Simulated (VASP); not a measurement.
Here is a VASP 6.6.1 calculation.

File INCAR:

```
ALGO = Normal
EDIFF = 1E-6
EDIFFG = -0.08
ENCUT = 600
GGA = PE
IBRION = 2
ISIF = 3
ISMEAR = 0
LASPH = True
LCHARG = False
LREAL = False
LWAVE = False
NELM = 60
NSW = 36
PREC = Accurate
SIGMA = 0.2
```

The input KPOINTS:

```
k-points
0
Gamma
  4 4 2
```

File POSCAR:

```
Be3CdTe4
1.0
    4.0300000000      0.0000000000      0.0000000000
    0.0000000000      4.0300000000      0.0000000000
    0.0000000000      0.0000000000     11.4000000000
Be Cd Te
3 1 4
Direct
    0.0000000000      0.0000000000      0.5000000000
    0.5000000000      0.5000000000      0.7350000000
    0.5000000000      0.5000000000      0.2650000000
    0.0000000000      0.0000000000      0.0000000000
    0.0000000000      0.5000000000      0.6150000000
    0.5000000000      0.0000000000      0.3850000000
    0.5000000000      0.0000000000      0.8550000000
    0.0000000000      0.5000000000      0.1450000000
```

Potentials or basis: VASP PAW PBE potentials, release 64 (Be, Cd, Te).

Run with:

```console
$ cat potpaw_PBE.64/Be/POTCAR potpaw_PBE.64/Cd/POTCAR potpaw_PBE.64/Te/POTCAR > POTCAR
$ mpirun -np 1 vasp_std > vasp.out
```

Problem. Estimate the relaxed volume.

Solution. 25.81 Å³/atom.

Problem. What does it give for the space group after relaxing (to 0.05 Å)?

Solution. P-4m2 (No. 115).

Problem. Predict the relaxed cell.

Solution. a = 4.144 Å, b = 4.144 Å, c = 12.026 Å, α = 90.00°, β = 90.00°, γ = 90.00°.

Problem. What does it give for the band gap on the k mesh?

Solution. 1.81 eV, indirect (least direct gap 1.87 eV).

The path:
| step | energy change (eV) | largest force (eV/Å) | pressure (GPa) | volume (Å³) |
| --- | --- | --- | --- | --- |
| 1 | 0.0000 | 1.8653 | 7.85 | 185.15 |
| 2 | -0.6165 | 0.2887 | -2.16 | 217.22 |
| 3 | -0.6635 | 0.5453 | -0.50 | 209.51 |
| 4 | -0.6957 | 0.3245 | -0.21 | 207.93 |
| 5 | -0.7127 | 0.2093 | 0.25 | 205.63 |
| 6 | -0.7197 | 0.1487 | -0.03 | 206.67 |
| 7 | -0.7226 | 0.1224 | -0.32 | 207.82 |
| 8 | -0.7275 | 0.0672 | -0.01 | 206.49 |

Caveat: spin-orbit coupling is left out, which moves the levels of the heavy elements; the relaxation stopped at a loose force limit of 0.08 eV/Å, so its end isn't a converged minimum. A k mesh can miss the band edges.
